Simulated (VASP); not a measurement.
Crystal: MgS (Niningerite).

```
CELL_PARAMETERS angstrom
0.00000 2.54854 2.54854
2.54854 0.00000 2.54854
2.54854 2.54854 0.00000
ATOMIC_POSITIONS crystal
S 0.50000 0.50000 0.50000
Mg 0.00000 0.00000 0.00000
```

Base run:

| Quantity | Value |
| --- | --- |
| Program | VASP 6.6.1 |
| Functional | r2SCAN |
| Potentials or basis | VASP PAW PBE potentials, release 64 (S, Mg) |
| Cutoff | 520 eV |
| k mesh | 9 × 9 × 9 |
| Occupations | fermi-dirac, width 0.05 eV |
| Spin | no spin polarisation |

Its results: band gap on the k mesh 3.70 eV, indirect (least direct gap 5.16 eV); pressure 5.1 GPa.

Question: After a change of settings the same cell gave: band gap on the k mesh 3.04 eV, indirect (least direct gap 4.22 eV); pressure 6.4 GPa. Which change was it?
A. functional from r2SCAN to LDA; potentials or basis from VASP PAW PBE potentials, release 64 (S, Mg) to VASP PAW LDA potentials, release 64 (S, Mg)
B. functional from r2SCAN to PBEsol
C. functional from r2SCAN to PBE

Answer: C.

r2SCAN gives the wider gap, since meta-GGAs in the generalised Kohn-Sham scheme recover part of the derivative discontinuity.

Caveats: the PAW data sets were made with another functional, which shifts forces and pressure a little (some runs).
